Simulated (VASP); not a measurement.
# P (Imma) in VASP: a series of runs

P is run at these levels: PBEsol; tasks: single point.

All numbers are computed with VASP 6.6.1; they aren't measurements. Logs are shortened: lines on timing, memory, paths and dates and some standing lists are left out, and cuts for length are marked.

### Step 1. The cell of the first run

It takes space group Imma (No. 74, orthorhombic). The conventional cell has a = 3.383 Å, b = 5.030 Å, c = 3.569 Å, α = 90.00°, β = 90.00°, γ = 90.00°. P (site symmetry mm2) has 6 P at 2.20 to 2.75 Å within 2.9 Å.

### Step 2. Single point, PBEsol (strain +0.000 along x and y, -0.040 along z)

File INCAR:

```
SYSTEM = P
ALGO = Fast ; EDIFF = 1E-7
ENCUT = 520 ; GGA = PS
ISIF = 2 ; ISMEAR = 0
LASPH = .TRUE. ; LCHARG = .FALSE.
LREAL = .FALSE. ; LWAVE = .FALSE.
NBANDS = 12 ; NELM = 100
PREC = Accurate ; SIGMA = 0.15
```

File KPOINTS:

```
k-points
0
G
  18 18 18
  0 0 0
```

File POSCAR:

```
P
1.0
   -1.6915100431      2.5151650373      1.7845863704
    1.6915100431     -2.5151650373      1.7845863704
    1.6915100431      2.5151650373     -1.7845863704
P
2
Direct
    0.8033091100      0.0533091100      0.7500000000
    0.1966908900      0.9466908900      0.2500000000
```

Potentials or basis: VASP PAW PBE potentials, release 64 (P).

The run is started by

```bash
$ cat potpaw_PBE.64/P/POTCAR > POTCAR
$ mpirun -np 1 vasp_std > vasp.out
```

OUTCAR:

```text
SYSTEM = P
   EDIFF = 1E-7
   ENCUT = 520
   GGA = PS
   ISIF = 2
   ISMEAR = 0
   LASPH = .TRUE.
   LREAL = .FALSE.
   NELM = 100
   PREC = Accurate

 ion  position               nearest neighbor table
   1  0.803  0.053  0.750-   2 2.20   2 2.20   2 2.54   2 2.54   2 2.75   2 2.75
   2  0.197  0.947  0.250-   1 2.20   1 2.20   1 2.54   1 2.54   1 2.75   1 2.75

  LATTYP: Found a body centered orthorhombic cell.
 ALAT       =     3.3830200862
 B/A-ratio  =     1.0550255836
 C/A-ratio  =     1.4869347348

  Lattice vectors:

 A1 = (   1.6915100431,  -2.5151650373,  -1.7845863704)
 A2 = (  -1.6915100431,  -2.5151650373,   1.7845863704)
 A3 = (  -1.6915100431,   2.5151650373,  -1.7845863704)

Analysis of symmetry for initial positions (statically):
=====================================================================
 Subroutine PRICEL returns:
 Original cell was already a primitive cell.

 Routine SETGRP: Setting up the symmetry group for a
 body centered orthorhombic supercell.

 Subroutine GETGRP returns: Found  8 space group operations
 (whereof  4 operations were pure point group operations)
 out of a pool of  8 trial point group operations.

The static configuration has the point symmetry C_2h.
 The point group associated with its full space group is D_2h.

Analysis of symmetry for dynamics (positions and initial velocities):
=====================================================================
 Subroutine PRICEL returns:
 Original cell was already a primitive cell.

 Routine SETGRP: Setting up the symmetry group for a
 body centered orthorhombic supercell.

 Subroutine GETGRP returns: Found  8 space group operations
 (whereof  4 operations were pure point group operations)
 out of a pool of  8 trial point group operations.

The dynamic configuration has the point symmetry C_2h.
 The point group associated with its full space group is D_2h.

 Subroutine INISYM returns: Found  8 space group operations
 (whereof  4 operations are pure point group operations),
 and found     1 'primitive' translations

----------------------------------------------------------------------------------------

                                     Primitive cell

  volume of cell :      30.3696

  direct lattice vectors                    reciprocal lattice vectors
    -1.691510043  2.515165037  1.784586370     0.000000000  0.198794112  0.280176969
     1.691510043 -2.515165037  1.784586370     0.295593870  0.000000000  0.280176969
     1.691510043  2.515165037 -1.784586370     0.295593870  0.198794112  0.000000000

  length of vectors
     3.517386800  3.517386800  3.517386800     0.343537819  0.407277387  0.356223013

  position of ions in fractional coordinates (direct lattice)
     0.803309110  0.053309110  0.750000000
     0.196690890  0.946690890  0.250000000

  ion indices of the primitive-cell ions
   primitive index   ion index
                 1           1
                 2           2

----------------------------------------------------------------------------------------

 KPOINTS: k-points

Automatic generation of k-mesh.
 Grid dimensions read from file:
 generate k-points for:   18   18   18

 Generating k-lattice:

  Cartesian coordinates                     Fractional coordinates (reciprocal lattice)
     0.000000000  0.011044117  0.015565387     0.055555556  0.000000000  0.000000000
     0.016421882  0.000000000  0.015565387    -0.000000000  0.055555556  0.000000000
     0.016421882  0.011044117  0.000000000    -0.000000000  0.000000000  0.055555556

  Length of vectors
     0.019085434  0.022626521  0.019790167

  Shift w.r.t. Gamma in fractional coordinates (k-lattice)
     0.000000000  0.000000000  0.000000000

 Subroutine IBZKPT returns following result:
 ===========================================

 Found    865 irreducible k-points:

 Following reciprocal coordinates:
            Coordinates               Weight
  0.000000  0.000000  0.000000      1.000000
  0.055556  0.000000 -0.000000      4.000000
  0.111111  0.000000 -0.000000      4.000000
  0.166667  0.000000 -0.000000      4.000000
  0.222222  0.000000 -0.000000      4.000000
  0.277778  0.000000 -0.000000      4.000000
[... 16 lines left out ...]
 -0.333333  0.055556  0.000000      8.000000
 -0.277778  0.055556  0.000000      8.000000
 [... further k-points ...]
   k-points           NKPTS =    865   k-points in BZ     NKDIM =    865   number of bands    NBANDS=     12
   number of dos      NEDOS =    301   number of ions     NIONS =      2
   total plane-waves  NPLWV =  21952
   dimension x,y,z NGX =    28 NGY =   28 NGZ =   28
   dimension x,y,z NGXF=    56 NGYF=   56 NGZF=   56
   ions per type =               2
   NGX,Y,Z   is equivalent  to a cutoff of  13.23, 13.23, 13.23 a.u.
   NGXF,Y,Z  is equivalent  to a cutoff of  26.47, 26.47, 26.47 a.u.
 SYSTEM =  P
   PREC   = accura    normal or accurate (medium, high low for compatibility)
   ISTART =      0    job   : 0-new  1-cont  2-samecut
   ICHARG =      2    charge: 1-file 2-atom 10-const
   ISPIN  =      1    spin polarized calculation?
   LNONCOLLINEAR =      F non collinear calculations
   LSORBIT =      F    spin-orbit coupling
   LASPH  =      T    aspherical Exc in radial PAW
   ENCUT  =  520.0 eV  38.22 Ry    6.18 a.u.   6.54  6.54  6.54*2*pi/ulx,y,z
   NELM   =    100;   NELMIN=  2; NELMDL= -5     # of ELM steps
   EDIFF  = 0.1E-06   stopping-criterion for ELM
   LREAL  =      F    real-space projection
   EDIFFG = 0.1E-05   stopping-criterion for IOM
   NSW    =      0    number of steps for IOM
   IBRION =     -1    ionic relax: 0-MD 1-quasi-New 2-CG
   NFREE  =      0    steps in history (QN), initial steepest desc. (CG)
   ISIF   =      2    stress and relaxation
   ISYM   =      2    0-nonsym 1-usesym 2-fastsym
   POTIM  = 0.5000    time-step for ionic-motion
   TEBEG  =    0.0;   TEEND  =   0.0 temperature during run
   PSTRESS=    0.0 pullay stress
   NELECT =      10.0000    total number of electrons
   NUPDOWN=      -1.0000    fix difference up-down
   EMIN   =  10.00;   EMAX   =-10.00  energy-range for DOS
   EFERMI =   0.00;   METHOD = LEGACY
   ISMEAR =     0;   SIGMA  =   0.15  broadening in eV -4-tet -1-fermi 0-gaus
   EFERMI_NEDOS =   21; number of points for ismear=-14 and -15
   IALGO  =     68    algorithm
   IMIX   =      4    mixing-type and parameters
     AMIX     =   0.40;   BMIX     =  1.00
     AMIX_MAG =   1.60;   BMIX_MAG =  1.00
  volume/ion in A,a.u.               =      15.18       102.47
  Fermi-wavevector in a.u.,A,eV,Ry     =   1.130478  2.136293 17.387968  1.277980
  Thomas-Fermi vector in A             =   2.267174
   LORBIT       =      0    0 simple, 1 ext, 2 COOP (PROOUT), +10 PAW based schemes
   GGA     = PS    functional components
   LHFCALC =     F    Hartree Fock is set to
   AEXX    =    0.0000 exact exchange contribution
   IVDW    =     0    specifies the selected vdW correction
   LEPSILON=     F    determine dielectric tensor
   LRPA    =     F    only Hartree local field effects (RPA)
 non-spin polarized calculation
 RMM-DIIS sequential band-by-band and
 Gauss-broadening in eV      SIGMA  =   0.15
  energy-cutoff  :      520.00
  volume of cell :       30.37
 maximum number of plane-waves:       839
 NGX is ok and might be reduce to    28
   NGX = 13   NGY = 13   NGZ = 13

 number of electron      10.0000000 magnetization

 number of electron       9.9999999 magnetization

 Free energy of the ion-electron system (eV)
  ---------------------------------------------------
  ext. energy  EPLUGINS =         0.00000000
  ---------------------------------------------------
  free energy    TOTEN  =       -11.52397890 eV

  energy without entropy =      -11.52141092  energy(sigma->0) =      -11.52269491

 E-fermi :   9.4122     XC(G=0): -11.1465

 val. band max:        9.4005358068   @ k =  -0.2222  -0.1111   0.0556
 cond. band min:       9.4141649479   @ k =   0.2778   0.2778   0.2222
 fundamental gap:      0.0136291412
 Fermi energy:         9.4121603303

 k-point     1 :       0.0000    0.0000    0.0000
  band No.  band energies     occupation
      1      -7.3266      2.00000
      2       6.1975      2.00000
      3       6.4824      2.00000
      4       6.9513      2.00000
      5       7.5379      2.00000
      6      10.9504      0.00000
      7      11.6415      0.00000
      8      14.1731      0.00000
      9      14.2147      0.00000
     10      15.7870      0.00000
     11      16.0821      0.00000
     12      16.5772      0.00000

 k-point     2 :       0.0556    0.0000   -0.0000
  band No.  band energies     occupation
      1      -7.2800      2.00000
      2       5.6803      2.00000
      3       6.1849      2.00000
      4       7.1773      2.00000
      5       7.9273      2.00000
      6      11.0233      0.00000
      7      11.6152      0.00000
      8      13.8414      0.00000
      9      14.3140      0.00000
     10      15.1787      0.00000
     11      16.2879      0.00000
     12      17.0759      0.00000

 k-point     3 :       0.1111    0.0000   -0.0000
  band No.  band energies     occupation
      1      -7.1408      2.00000
      2       4.5483      2.00000
      3       6.1504      2.00000
      4       7.1648      2.00000
      5       8.5110      2.00000
      6      11.1658      0.00000
      7      11.5563      0.00000
      8      13.1577      0.00000
      9      14.6119      0.00000
     10      14.7557      0.00000
     11      16.0786      0.00000
     12      18.1594      0.00000

 k-point     4 :       0.1667    0.0000   -0.0000
  band No.  band energies     occupation
      1      -6.9109      2.00000
      2       3.3730      2.00000
      3       6.1030      2.00000
      4       7.1095      2.00000
      5       8.8513      2.00000
      6      11.0161      0.00000
      7      11.6800      0.00000
      8      12.4259      0.00000
      9      14.7987      0.00000
     10      15.0950      0.00000
     11      15.9189      0.00000
     12      19.3937      0.00000

 k-point     5 :       0.2222    0.0000   -0.0000
  band No.  band energies     occupation
      1      -6.5938      2.00000
      2       2.2106      2.00000
      3       6.0531      2.00000
      4       7.0669      2.00000
      5       8.9575      1.99998
      6      10.6224      0.00000
      7      11.7465      0.00000
      8      11.8348      0.00000
      9      15.2899      0.00000
     10      15.7468      0.00000
     11      15.9877      0.00000
     12      20.6821      0.00000
[... 228 lines left out ...]
      1      -5.0320      2.00000
      2      -1.0754      2.00000
      3       5.4980      2.00000
      4       7.6252      2.00000
      5       7.7237      2.00000
      6       9.9930      0.00000
      7      10.1900      0.00000
      8      12.0415      0.00000
      9      17.6277      0.00000
     10      17.9143      0.00000
     11      19.9810      0.00000
     12      22.3784      0.00000

 k-point    22 :      -0.3889    0.0556    0.0000
  band No.  band energies     occupation
      1      -5.5239      2.00000
      2      -0.2228      2.00000
      3       5.4828      2.00000
      4       7.5877      2.00000
      5       8.0056      2.00000
      6      10.1800      0.00000
      7      10.3542      0.00000
      8      12.1780      0.00000
      9      16.8191      0.00000
     10      16.9212      0.00000
     11      18.9339      0.00000
     12      23.0535      0.00000

 k-point    23 :      -0.3333    0.0556    0.0000
  band No.  band energies     occupation
      1      -6.0023      2.00000
      2       0.7741      2.00000
      3       5.4988      2.00000
      4       7.4847      2.00000
      5       8.3908      2.00000
      6      10.3132      0.00000
      7      10.7422      0.00000
      8      12.2805      0.00000
      9      15.9162      0.00000
     10      16.2818      0.00000
     11      17.8802      0.00000
     12      21.8682      0.00000

 k-point    24 :      -0.2778    0.0556    0.0000
  band No.  band energies     occupation
      1      -6.4230      2.00000
      2       1.8608      2.00000
      3       5.5492      2.00000
      4       7.4034      2.00000
      5       8.7122      2.00000
      6      10.5157      0.00000
      7      11.1805      0.00000
      8      12.3320      0.00000
      9      15.1069      0.00000
     10      15.9628      0.00000
     11      16.9086      0.00000
     12      20.4943      0.00000

 [... further k-points ...]
[... 5 lines left out ...]
  --------------------------------------------------------------------------------------
  -------------------------------------------------------------------------------------
  Total        0.9214085     -0.5087475      1.4047824      0.0000000      0.0000000      0.0000000
  in kB       48.6098383    -26.8394881     74.1107143      0.0000000      0.0000000      0.0000000
  external PRESSURE =      31.9603548 kB  Pullay stress =       0.0000000 kB

 VOLUME and BASIS-vectors are now :
 -----------------------------------------------------------------------------
  energy-cutoff  :      520.00
  volume of cell :       30.37
      direct lattice vectors                 reciprocal lattice vectors
    -1.691510043  2.515165037  1.784586370     0.000000000  0.198794112  0.280176969
     1.691510043 -2.515165037  1.784586370     0.295593870  0.000000000  0.280176969
     1.691510043  2.515165037 -1.784586370     0.295593870  0.198794112  0.000000000

 POSITION                                       TOTAL-FORCE (eV/Angst)
 -----------------------------------------------------------------------------------
      0.00000      3.77275      0.19027        -0.000000     -0.000000     -0.902650
      1.69151     -1.25758      1.59432         0.000000      0.000000      0.902650
 -----------------------------------------------------------------------------------
    total drift:                                0.000000     -0.000000     -0.000000

  FREE ENERGIE OF THE ION-ELECTRON SYSTEM (eV)
  ---------------------------------------------------
  free  energy   TOTEN  =       -11.5239788980 eV

  energy  without entropy=      -11.5214109185  energy(sigma->0) =      -11.52269491
```

Wall time 9.5 min (1 thread of Oxide Virtual Turin-like, shared host); peak memory 0.3 GiB.

Results:

| Property | Result |
| --- | --- |
| Free energy | -11.5240 eV |
| Pressure | 3.2 GPa |
| Largest force | 0.903 eV/Å |
| Band gap on the k mesh | zero (bands 5 and 6 overlap by 1.37 eV) |

Forces on the atoms (eV/Å):
```
P    0.000  0.000 -0.903
P    0.000  0.000  0.903
```

Caveat: the cell differs from its parent crystal (strain +0.000 along x and y, -0.040 along z); the stress differs along the axes, from -3 to 7 GPa; the PAW data sets were made with another functional, which shifts forces and pressure a little.

### Step 3. Single point, PBEsol (strain -0.040 along x and y, +0.080 along z)

File INCAR:

```
SYSTEM = P
PREC     = Accurate       ! precision mode
ENCUT    = 520            ! plane-wave cutoff, eV
EDIFF    = 1E-6           ! SCF threshold, eV
ISMEAR   = 0              ! smearing method
SIGMA    = 0.15           ! smearing width, eV
LREAL    = .False.        ! projectors in reciprocal space
LASPH    = .True.         ! aspherical terms in the spheres
NELM     = 100            ! most SCF steps
ALGO     = Fast           ! electronic algorithm
ISIF     = 2              ! what is computed and relaxed
LWAVE    = .False.        ! write WAVECAR
LCHARG   = .True.         ! write CHGCAR
GGA      = PS             ! functional
LELF     = .True.         ! ELF
LVHAR    = .True.       
NBANDS   = 12             ! bands
```

File KPOINTS:

```
Automatic mesh
0
Gamma
  18 18 18
  0 0 0
```

File POSCAR:

```
P
1.0
   -1.6238496414      2.4145584358      2.0076596667
    1.6238496414     -2.4145584358      2.0076596667
    1.6238496414      2.4145584358     -2.0076596667
P
2
Direct
    0.8033091100      0.0533091100      0.7500000000
    0.1966908900      0.9466908900      0.2500000000
```

Potentials or basis: VASP PAW PBE potentials, release 64 (P).

The run is started by

```bash
$ cat potpaw_PBE.64/P/POTCAR > POTCAR
$ mpirun -np 1 vasp_std > vasp.out
```

It took 9.6 min on 1 thread of Oxide Virtual Turin-like, shared host; peak memory 0.31 GiB.

It converged, with:

```yaml
Free_energy: -11.4451 eV
Pressure: 0.6 GPa
Largest_force: 0.156 eV/Å
Band_gap_on_the_k_mesh: zero (bands 5 and 6 overlap by 1.41 eV)
```

Forces in eV/Å, atoms in the order of the input:
```
P    0.000  0.000  0.156
P    0.000  0.000 -0.156
```

Stress tensor (GPa, compression positive):
```
 2.60  0.00  0.00
 0.00  6.72  0.00
 0.00  0.00 -7.39
```

Levels at points of the mesh, in eV from the Fermi level:
```tsv
k point	band 2	band 3	band 4	band 5	band 6	band 7	band 8	band 9
(0.00, 0.00, 0.00)	-3.35	-3.31	-2.99	-1.48	1.23	3.26	3.51	6.12
(0.50, 0.00, 0.00)	-11.27	-2.33	-1.71	-1.11	1.15	1.48	2.16	7.09
(0.00, 0.50, 0.00)	-9.87	-5.92	-5.34	-4.86	0.52	5.07	7.26	8.46
(0.50, 0.50, 0.00)	-11.93	-3.89	-3.89	-0.62	-0.62	0.78	0.78	10.21
(0.50, 0.50, 0.50)	-8.89	-8.42	-5.80	-4.09	0.74	6.49	8.90	9.59
```

Caveat: the cell differs from its parent crystal (strain -0.040 along x and y, +0.080 along z); the stress differs along the axes, from -7 to 7 GPa; the PAW data sets were made with another functional, which shifts forces and pressure a little.

(Part 1 of 2 ends here.)
